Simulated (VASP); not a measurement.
Input of a VASP 6.6.1 run:

INCAR

```
SYSTEM = C9O
PREC = Accurate ; ENCUT = 910
EDIFF = 1E-6 ; ISMEAR = 0
SIGMA = 0.05 ; LREAL = .FALSE.
LASPH = .TRUE. ; NELM = 120
ALGO = Normal ; ISIF = 2
LWAVE = .FALSE. ; LCHARG = .FALSE.
LDIPOL = .TRUE. ; IDIPOL = 3
DIPOL = 0.5 0.5 0.482 ; GGA = PS
NBANDS = 32 ; GGA_COMPAT = .FALSE.
NELMDL = -8
```

File KPOINTS:

```
Automatic mesh
0
G
  12 12 1
  0 0 0
```

POSCAR

```
C9O
1.0
    2.5129226041      0.0000000000      0.0000000000
   -1.2564613021      2.1762548129      0.0000000000
    0.0000000000      0.0000000000     26.8183263218
C O
9 1
Direct
    0.3333333334      0.6666666667      0.3169474447
    0.0000000000      0.0000000000      0.3360742229
    0.0000000000      0.0000000000      0.3934545574
    0.6666666666      0.3333333333      0.4125813356
    0.6660108184      0.3320216368      0.4701071739
    0.3325937609      0.6651875219      0.4891900999
    0.3322843027      0.6645686054      0.5466892797
   -0.0011898598     -0.0023797195      0.5668449308
   -0.0020839985     -0.0041679970      0.6216463086
   -0.0024851651     -0.0049703302      0.6655373025
```

Potentials or basis: VASP PAW PBE potentials, release 64 (C_h, O_h).

Run with:

```console
$ cat potpaw_PBE.64/C_h/POTCAR potpaw_PBE.64/O_h/POTCAR > POTCAR
$ mpirun -np 1 vasp_std > vasp.out
```

Problem. What does it give for the largest force?

Solution. 4.576 eV/Å.

Problem. Estimate the band gap on the k mesh.

Solution. Zero (bands 21 and 22 overlap by 0.21 eV).

Forces on the atoms (eV/Å):
```
C    0.000 -0.001  4.064
C    0.000  0.000 -4.576
C    0.000  0.000  0.745
C    0.000 -0.021 -0.248
C    0.000  0.008 -0.004
C    0.000  0.000  0.004
C    0.000 -0.007 -0.009
C    0.000  0.005  0.021
C    0.000  0.007 -0.128
O    0.000  0.010  0.130
```

Caveat: the PAW data sets were made with another functional, which shifts forces and pressure a little.
